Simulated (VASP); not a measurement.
# PdC18 in VASP: further runs

PdC18 is run at these levels: LDA; tasks: single point.

Program: VASP 6.6.1. These are calculated values, not measurements. Logs are shortened: lines on timing, memory, paths and dates and some standing lists are left out, and cuts for length are marked.

## Step 1: The cell of the first run

The cell holds a slab with vacuum, 19 atoms: a = 7.398 Å, b = 7.398 Å, c = 11.000 Å, α = 90.00°, β = 90.00°, γ = 120.00°.

## Step 2: Single point, LDA

Input file INCAR:

```
ALGO = Normal
EDIFF = 1E-7
ENCUT = 520
GGA = CA
ISIF = 2
ISMEAR = -1
LASPH = T
LCHARG = T
LELF = T
LREAL = Auto
LVHAR = T
LWAVE = F
NBANDS = 56
NELM = 80
PREC = Accurate
SIGMA = 0.05
```

Input file KPOINTS:

```
k-points
0
Gamma
  2 2 1
```

Input file POSCAR:

```
PdC18
1.0
    7.3980000000      0.0000000000      0.0000000000
   -3.6990000000      6.4068560000      0.0000000000
    0.0000000000      0.0000000000     11.0000000000
C Pd
18 1
Direct
   -0.0074874483      0.0008472174      0.0896016364
    0.2153914721      0.1116621007      0.0905284545
   -0.0086197147      0.3327727360      0.0913003636
    0.2128591801      0.4430238482      0.0938502727
   -0.0074598566      0.6662381674      0.0889890909
    0.2145157923      0.7790418577      0.0913018182
    0.3268819171      0.0007868134      0.0903803636
    0.5475729014      0.1109673762      0.0896023636
    0.3264742245      0.3316910822      0.0918226364
    0.5500106752      0.4442714180      0.0883594545
    0.3257433255      0.6687910576      0.0938515455
    0.5506906733      0.7801239797      0.0918206364
    0.6596362208      0.0001518686      0.0905273636
    0.8820021093      0.1110274681      0.0903788182
    0.6592539823      0.3337829038      0.0880817273
    0.8822093509      0.4455765823      0.0889887273
    0.6616466948      0.6675442682      0.0883582727
    0.8813784743      0.7780321581      0.0880810909
    0.3601692341      0.5558859135      0.2669028182
```

Potentials or basis: VASP PAW LDA potentials, release 64 (C, Pd).

Launch:

```
> cat potpaw_LDA.64/C/POTCAR potpaw_LDA.64/Pd/POTCAR > POTCAR
> mpirun -np 1 vasp_std > vasp.out
```

OUTCAR:

```text
EDIFF = 1E-7
   ENCUT = 520
   GGA = CA
   ISIF = 2
   ISMEAR = -1
   LASPH = T
   LREAL = Auto
   NELM = 80
   PREC = Accurate

 ion  position               nearest neighbor table
   1  0.993  0.001  0.090-  14 1.41  18 1.43   2 1.43
   2  0.215  0.112  0.091-   9 1.41   7 1.42   1 1.43
   3  0.991  0.333  0.091-   4 1.42  14 1.42  16 1.42
   4  0.213  0.443  0.094-   3 1.42   9 1.44  11 1.45  19 2.14
   5  0.993  0.666  0.089-  16 1.41   6 1.42  18 1.43
   6  0.215  0.779  0.091-  11 1.42   7 1.42   5 1.42
   7  0.327  0.001  0.090-   8 1.41   6 1.42   2 1.42
   8  0.548  0.111  0.090-   7 1.41  15 1.43  13 1.43
   9  0.326  0.332  0.092-   2 1.41  10 1.43   4 1.44  19 2.47
  10  0.550  0.444  0.088-  15 1.41  17 1.43   9 1.43
  11  0.326  0.669  0.094-   6 1.42  12 1.44   4 1.45  19 2.14
  12  0.551  0.780  0.092-  13 1.41  17 1.43  11 1.44  19 2.47
  13  0.660  0.000  0.091-  12 1.41  14 1.42   8 1.43
  14  0.882  0.111  0.090-   1 1.41   3 1.42  13 1.42
  15  0.659  0.334  0.088-  10 1.41   8 1.43  16 1.43
  16  0.882  0.446  0.089-   5 1.41   3 1.42  15 1.43
  17  0.662  0.668  0.088-  18 1.41  10 1.43  12 1.43
  18  0.881  0.778  0.088-  17 1.41   1 1.43   5 1.43
  19  0.360  0.556  0.267-   4 2.14  11 2.14   9 2.47  12 2.47

  LATTYP: Found a hexagonal cell.
 ALAT       =     7.3980000000
 C/A-ratio  =     1.4868883482

  Lattice vectors:

 A1 = (   7.3980000000,   0.0000000000,   0.0000000000)
 A2 = (  -3.6990000000,   6.4068560000,   0.0000000000)
 A3 = (   0.0000000000,   0.0000000000,  11.0000000000)

Analysis of symmetry for initial positions (statically):
=====================================================================
 Subroutine PRICEL returns:
 Original cell was already a primitive cell.

 Routine SETGRP: Setting up the symmetry group for a
 hexagonal supercell.

 Subroutine GETGRP returns: Found  1 space group operations
 (whereof  1 operations were pure point group operations)
 out of a pool of 24 trial point group operations.

The static configuration has the point symmetry C_1 .

Analysis of symmetry for dynamics (positions and initial velocities):
=====================================================================
 Subroutine PRICEL returns:
 Original cell was already a primitive cell.

 Routine SETGRP: Setting up the symmetry group for a
 hexagonal supercell.

 Subroutine GETGRP returns: Found  1 space group operations
 (whereof  1 operations were pure point group operations)
 out of a pool of 24 trial point group operations.

The dynamic configuration has the point symmetry C_1 .

 Subroutine INISYM returns: Found  1 space group operations
 (whereof  1 operations are pure point group operations),
 and found     1 'primitive' translations

----------------------------------------------------------------------------------------

                                     Primitive cell

  volume of cell :     521.3771

  direct lattice vectors                    reciprocal lattice vectors
     7.398000000  0.000000000  0.000000000     0.135171668  0.078041398  0.000000000
    -3.699000000  6.406856000  0.000000000     0.000000000  0.156082796  0.000000000
     0.000000000  0.000000000 11.000000000     0.000000000  0.000000000  0.090909091

  length of vectors
     7.398000000  7.398000054 11.000000000     0.156082797  0.156082796  0.090909091

  position of ions in fractional coordinates (direct lattice)
     0.992512552  0.000847217  0.089601636
     0.215391472  0.111662101  0.090528455
     0.991380285  0.332772736  0.091300364
     0.212859180  0.443023848  0.093850273
     0.992540143  0.666238167  0.088989091
     0.214515792  0.779041858  0.091301818
[... 11 lines left out ...]
     0.881378474  0.778032158  0.088081091
     0.360169234  0.555885913  0.266902818

  ion indices of the primitive-cell ions
   primitive index   ion index
                 1           1
                 2           2
                 3           3
                 4           4
                 5           5
                 6           6
[... 11 lines left out ...]
                18          18
                19          19

----------------------------------------------------------------------------------------

 KPOINTS: k-points

Automatic generation of k-mesh.
 Grid dimensions read from file:
 generate k-points for:    2    2    1

 Generating k-lattice:

  Cartesian coordinates                     Fractional coordinates (reciprocal lattice)
     0.067585834  0.039020699  0.000000000     0.500000000 -0.000000000  0.000000000
     0.000000000  0.078041398  0.000000000     0.000000000  0.500000000  0.000000000
     0.000000000  0.000000000  0.090909091     0.000000000  0.000000000  1.000000000

  Length of vectors
     0.078041399  0.078041398  0.090909091

  Shift w.r.t. Gamma in fractional coordinates (k-lattice)
     0.000000000  0.000000000  0.000000000

 Subroutine IBZKPT returns following result:
 ===========================================

 Found      4 irreducible k-points:

 Following reciprocal coordinates:
            Coordinates               Weight
  0.000000  0.000000  0.000000      1.000000
  0.500000 -0.000000  0.000000      1.000000
  0.000000  0.500000  0.000000      1.000000
  0.500000  0.500000  0.000000      1.000000
   k-points           NKPTS =      4   k-points in BZ     NKDIM =      4   number of bands    NBANDS=     56
   number of dos      NEDOS =    301   number of ions     NIONS =     19
   total plane-waves  NPLWV = 263424
   dimension x,y,z NGX =    56 NGY =   56 NGZ =   84
   dimension x,y,z NGXF=   112 NGYF=  112 NGZF=  168
   ions per type =              18   1
   NGX,Y,Z   is equivalent  to a cutoff of  12.58, 12.58, 12.70 a.u.
   NGXF,Y,Z  is equivalent  to a cutoff of  25.17, 25.17, 25.39 a.u.
 SYSTEM =  unknown system
   PREC   = accura    normal or accurate (medium, high low for compatibility)
   ISTART =      0    job   : 0-new  1-cont  2-samecut
   ICHARG =      2    charge: 1-file 2-atom 10-const
   ISPIN  =      1    spin polarized calculation?
   LNONCOLLINEAR =      F non collinear calculations
   LSORBIT =      F    spin-orbit coupling
   LASPH  =      T    aspherical Exc in radial PAW
   ENCUT  =  520.0 eV  38.22 Ry    6.18 a.u.  13.76 13.76 20.45*2*pi/ulx,y,z
   NELM   =     80;   NELMIN=  2; NELMDL= -5     # of ELM steps
   EDIFF  = 0.1E-06   stopping-criterion for ELM
   LREAL  =      T    real-space projection
   EDIFFG = 0.1E-05   stopping-criterion for IOM
   NSW    =      0    number of steps for IOM
   IBRION =     -1    ionic relax: 0-MD 1-quasi-New 2-CG
   NFREE  =      0    steps in history (QN), initial steepest desc. (CG)
   ISIF   =      2    stress and relaxation
   ISYM   =      2    0-nonsym 1-usesym 2-fastsym
   POTIM  = 0.5000    time-step for ionic-motion
   TEBEG  =    0.0;   TEEND  =   0.0 temperature during run
   PSTRESS=    0.0 pullay stress
   NELECT =      82.0000    total number of electrons
   NUPDOWN=      -1.0000    fix difference up-down
   EMIN   =  10.00;   EMAX   =-10.00  energy-range for DOS
   EFERMI =   0.00;   METHOD = LEGACY
   ISMEAR =    -1;   SIGMA  =   0.05  broadening in eV -4-tet -1-fermi 0-gaus
   EFERMI_NEDOS =   21; number of points for ismear=-14 and -15
   IALGO  =     38    algorithm
   IMIX   =      4    mixing-type and parameters
     AMIX     =   0.40;   BMIX     =  1.00
     AMIX_MAG =   1.60;   BMIX_MAG =  1.00
  volume/ion in A,a.u.               =      27.44       185.18
  Fermi-wavevector in a.u.,A,eV,Ry     =   0.883681  1.669915 10.624679  0.780892
  Thomas-Fermi vector in A             =   2.004480
   LORBIT       =      0    0 simple, 1 ext, 2 COOP (PROOUT), +10 PAW based schemes
   GGA     = CA    functional components
   LHFCALC =     F    Hartree Fock is set to
   AEXX    =    0.0000 exact exchange contribution
   IVDW    =     0    specifies the selected vdW correction
   LEPSILON=     F    determine dielectric tensor
   LRPA    =     F    only Hartree local field effects (RPA)
 non-spin polarized calculation
  energy-cutoff  :      520.00
  volume of cell :      521.38
 maximum number of plane-waves:     14099
 NGX is ok and might be reduce to    56
   NGX = 27   NGY = 27   NGZ = 41

 number of electron      82.0000000 magnetization

 Free energy of the ion-electron system (eV)
  ---------------------------------------------------
  ext. energy  EPLUGINS =         0.00000000
  ---------------------------------------------------
  free energy    TOTEN  =      -184.54598774 eV

  energy without entropy =     -184.51955051  energy(sigma->0) =     -184.53276913

 E-fermi :  -0.8292     XC(G=0):  -4.5320

 val. band max:       -0.9193167895   @ k =   0.0000   0.0000   0.0000
 cond. band min:      -0.7305716345   @ k =   0.0000   0.0000   0.0000
 fundamental gap:      0.1887451550
 Fermi energy:        -0.8292228436

 k-point     1 :       0.0000    0.0000    0.0000
  band No.  band energies     occupation
      1     -20.4519      2.00000
      2     -18.0961      2.00000
      3     -17.9474      2.00000
      4     -17.8599      2.00000
      5     -17.8019      2.00000
      6     -17.7872      2.00000
[... 45 lines left out ...]
     52       3.9848      0.00000
     53       4.1368      0.00000

 k-point     2 :       0.5000   -0.0000    0.0000
  band No.  band energies     occupation
      1     -19.8898      2.00000
      2     -19.7117      2.00000
      3     -18.5276      2.00000
      4     -18.4772      2.00000
      5     -16.1150      2.00000
      6     -16.0465      2.00000
[... 45 lines left out ...]
     52       4.3385      0.00000
     53       4.6208      0.00000

 k-point     3 :       0.0000    0.5000    0.0000
  band No.  band energies     occupation
      1     -19.8824      2.00000
      2     -19.7213      2.00000
      3     -18.5458      2.00000
      4     -18.4540      2.00000
      5     -16.1045      2.00000
      6     -16.0723      2.00000
[... 45 lines left out ...]
     52       4.3478      0.00000
     53       4.6267      0.00000

 k-point     4 :       0.5000    0.5000    0.0000
  band No.  band energies     occupation
      1     -19.8898      2.00000
      2     -19.7117      2.00000
      3     -18.5276      2.00000
      4     -18.4771      2.00000
      5     -16.1149      2.00000
      6     -16.0465      2.00000
[... 45 lines left out ...]
     52       4.3385      0.00000
     53       4.6208      0.00000
 [bands above 53 left out]

------------------------ aborting loop because EDIFF is reached ----------------------------------------

  FORCE on cell =-STRESS in cart. coord.  units (eV):
  Direction    XX          YY          ZZ          XY          YZ          ZX
  --------------------------------------------------------------------------------------
  -------------------------------------------------------------------------------------
  Total       -4.5161405     -5.5911605      0.0299150     -0.0104209      0.0022568     -0.1445019
  in kB      -13.8779734    -17.1814797      0.0919279     -0.0320233      0.0069351     -0.4440503
  external PRESSURE =     -10.3225084 kB  Pullay stress =       0.0000000 kB

 VOLUME and BASIS-vectors are now :
 -----------------------------------------------------------------------------
  energy-cutoff  :      520.00
  volume of cell :      521.38
      direct lattice vectors                 reciprocal lattice vectors
     7.398000000  0.000000000  0.000000000     0.135171668  0.078041398  0.000000000
    -3.699000000  6.406856000  0.000000000     0.000000000  0.156082796  0.000000000
     0.000000000  0.000000000 11.000000000     0.000000000  0.000000000  0.090909091

 POSITION                                       TOTAL-FORCE (eV/Angst)
 -----------------------------------------------------------------------------------
      7.33947      0.00543      0.98562         0.026713     -0.010830     -0.000325
      1.18043      0.71540      0.99581        -0.001639     -0.013119     -0.000752
      6.10331      2.13203      1.00430        -0.005750      0.000565      0.002296
     -0.06401      2.83839      1.03235        -0.022350     -0.014742     -0.014529
      4.87840      4.26849      0.97888         0.017303      0.013953     -0.004341
     -1.29469      4.99121      1.00432        -0.010576     -0.006887      0.000421
[... 11 lines left out ...]
      3.64250      4.98474      0.96889         0.013418     -0.000407     -0.004819
      0.60831      3.56148      2.93593        -0.076141      0.003366      0.081387
 -----------------------------------------------------------------------------------
    total drift:                               -0.009340     -0.026502     -0.007390

  FREE ENERGIE OF THE ION-ELECTRON SYSTEM (eV)
  ---------------------------------------------------
  free  energy   TOTEN  =      -184.5459877428 eV

  energy  without entropy=     -184.5195505090  energy(sigma->0) =     -184.53276913
```

It took 2.1 min on 1 thread of Intel Xeon Platinum 8559C (Emerald Rapids), shared host; peak memory 0.42 GiB.

Results:

| Quantity | Value |
| --- | --- |
| Free energy | -184.5460 eV |
| Largest force | 0.112 eV/Å |
| Band gap on the k mesh | 0.19 eV, direct |

Forces in eV/Å, atoms in the order of the input:
```
C    0.027 -0.011  0.000
C   -0.002 -0.013 -0.001
C   -0.006  0.001  0.002
C   -0.022 -0.015 -0.015
C    0.017  0.014 -0.004
C   -0.011 -0.007  0.000
C   -0.021 -0.024  0.002
C    0.028  0.008 -0.002
C    0.008 -0.024 -0.006
C    0.029  0.011 -0.003
C   -0.022  0.013 -0.021
C    0.007  0.021 -0.009
C   -0.001  0.011 -0.008
C   -0.018  0.018  0.003
C    0.013  0.007 -0.007
C    0.021 -0.008 -0.005
C    0.016 -0.004 -0.005
C    0.013  0.000 -0.005
Pd  -0.076  0.003  0.081
```

Levels at points of the mesh, in eV from the valence-band top:
```csv
k point,band 37,band 38,band 39,band 40,band 41,band 42,band 43,band 44,band 45,band 46
"(0.00, 0.00, 0.00)",-2.04,-1.86,-1.86,-0.10,0.00,0.19,0.25,0.83,3.61,4.32
"(0.50, 0.00, 0.00)",-2.03,-1.90,-1.73,-1.31,-1.08,0.90,1.54,2.33,2.36,2.38
"(0.00, 0.50, 0.00)",-2.01,-1.92,-1.67,-1.37,-1.05,0.88,1.58,2.27,2.33,2.39
"(0.50, 0.50, 0.00)",-2.03,-1.90,-1.73,-1.31,-1.08,0.90,1.54,2.33,2.36,2.38
```

Caveat: the k points lie up to 0.49 Å⁻¹ apart.

## Step 3: Single point, LDA

Input file INCAR:

```
SYSTEM = PdC18
ALGO = Normal
EDIFF = 1E-6
ENCUT = 520
ISIF = 2
ISMEAR = -1
LASPH = .TRUE.
LCHARG = .FALSE.
LREAL = Auto
LWAVE = .FALSE.
NBANDS = 56
NELM = 80
PREC = Accurate
SIGMA = 0.05
```

Input file KPOINTS:

```
k-points
0
G
  2 2 1
  0 0 0
```

Input file POSCAR:

```
PdC18
1.0
    7.3980000000      0.0000000000      0.0000000000
   -3.6990000000      6.4068560000      0.0000000000
    0.0000000000      0.0000000000     11.0000000000
C Pd
18 1
Direct
   -0.0073754103      0.0009074654      0.0901564545
    0.2153551567      0.1113923897      0.0906526364
   -0.0076484117      0.3332392674      0.0910412727
    0.2127209567      0.4432345600      0.0920175455
   -0.0073570999      0.6660700662      0.0900920000
    0.2150204496      0.7785756383      0.0910416364
    0.3273677130      0.0008411302      0.0906043636
    0.5476245772      0.1109074404      0.0901566364
    0.3257234403      0.3312576403      0.0914376364
    0.5501275989      0.4438083203      0.0901200909
    0.3253947805      0.6685811262      0.0920178182
    0.5503735442      0.7805575777      0.0914360909
    0.6598699078      0.0004218918      0.0906516364
    0.8824338225      0.1109736195      0.0906033636
    0.6596547816      0.3337821234      0.0896281818
    0.8824803077      0.4457451518      0.0900920000
    0.6622270646      0.6680075219      0.0901190000
    0.8817799188      0.7780329385      0.0896272727
    0.4047147911      0.5558829479      0.2612317273
```

Potentials or basis: VASP PAW LDA potentials, release 64 (C, Pd).

Launch:

```
> cat potpaw_LDA.64/C/POTCAR potpaw_LDA.64/Pd/POTCAR > POTCAR
> mpirun -np 1 vasp_std > vasp.out
```

It took 2.6 min on 1 thread of Intel Xeon Platinum 8559C (Emerald Rapids), shared host; peak memory 0.42 GiB.

Results (log left out):

- Free energy: -184.5231 eV
- Largest force: 0.052 eV/Å
- Band gap on the k mesh: 0.30 eV, direct

Forces in eV/Å, atoms in the order of the input:
```
C    0.018 -0.005 -0.004
C   -0.009 -0.016  0.003
C   -0.009  0.006  0.003
C   -0.017 -0.010  0.000
C    0.015  0.009 -0.005
C   -0.020 -0.010  0.003
C   -0.017 -0.014  0.002
C    0.019 -0.003  0.001
C    0.015 -0.011 -0.006
C    0.037  0.005 -0.014
C   -0.015  0.008  0.009
C    0.012  0.011 -0.010
C   -0.009  0.011 -0.004
C   -0.014  0.008  0.003
C   -0.007  0.019 -0.001
C    0.017  0.001 -0.006
C    0.025 -0.001 -0.013
C   -0.009 -0.010 -0.002
Pd  -0.032  0.001  0.041
```

Levels at points of the mesh, in eV from the valence-band top:
```csv
k point,band 37,band 38,band 39,band 40,band 41,band 42,band 43,band 44,band 45,band 46
"(0.00, 0.00, 0.00)",-2.07,-1.88,-1.88,-0.02,0.00,0.30,0.31,0.90,3.68,4.42
"(0.50, 0.00, 0.00)",-2.09,-1.96,-1.71,-1.19,-0.91,0.99,1.60,2.34,2.37,2.43
"(0.00, 0.50, 0.00)",-2.08,-1.96,-1.71,-1.21,-0.90,0.99,1.61,2.34,2.35,2.43
"(0.50, 0.50, 0.00)",-2.09,-1.96,-1.71,-1.19,-0.91,0.99,1.60,2.34,2.37,2.43
```

Caveat: the k points lie up to 0.49 Å⁻¹ apart.

(Continued in part 2 of 2.)
